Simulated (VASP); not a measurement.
**Si: relaxation of cell and atoms with PBE**

Si:

```
Si
1.0
     0.00000    1.80898    1.80898
     1.80898    0.00000    1.80898
     1.80898    1.80898    0.00000
Si
1
Cartesian
  0.0000 0.0000 0.0000
```

```yaml
Program: VASP 6.6.1
Task: relaxation of cell and atoms
Functional: PBE
Potentials_or_basis: VASP PAW PBE potentials, release 64 (Si)
Cutoff: 600 eV
k_mesh: 18 × 18 × 18
Occupations: fermi-dirac, width 0.1 eV
Spin: no spin polarisation
Target_pressure: 26 GPa
Dipole_correction: no
Further_INCAR_settings: ALGO = Normal; EDIFF = 1e-06; IBRION = 2; EDIFFG = -0.005; NSW = 60; ISIF = 3
```

* Relaxed volume: 11.81 Å³/atom
* Relaxed cell: a = 2.556 Å, b = 2.556 Å, c = 2.556 Å, α = 60.00°, β = 60.00°, γ = 60.00°
* Space group after relaxing (to 0.05 Å): Fm-3m (No. 225)
* Energy change on relaxing (the enthalpy is what falls): +5.5 meV/atom
* Ionic steps: 3
* Pressure after relaxing: 26.0 GPa
* Band gap on the k mesh: zero (band 2 reaches 25.84 eV, above the bottom of band 3 at 9.69 eV)

The path:
```tsv
step	energy change (eV)	largest force (eV/Å)	pressure (GPa)	volume (Å³)
1	0.0000	0.0000	25.49	11.84
2	0.0105	0.0000	26.47	11.77
3	0.0055	0.0000	26.00	11.81
```

Final structure:
```
Si
1.0
     0.00000    1.80725    1.80725
     1.80725    0.00000    1.80725
     1.80725    1.80725    0.00000
Si
1
Cartesian
  0.0000 0.0000 0.0000
```

Levels at points of the mesh, in eV from the Fermi level:
```csv
k point,band 1,band 2,band 3,band 4,band 5,band 6
"(0.00, 0.00, 0.00)",-16.58,12.65,12.65,12.65,13.73,13.73
"(0.50, 0.00, 0.00)",-8.46,-8.37,10.50,10.50,11.37,11.37
"(0.50, 0.50, 0.00)",-6.51,-4.83,3.75,3.75,3.89,8.22
```

Wall time 13 s on 1 thread of Intel Xeon 6975P-C (shared host), peak memory 0.13 GiB.

Caveat: the cell is relaxed towards a set pressure, so the enthalpy falls and the energy may rise.
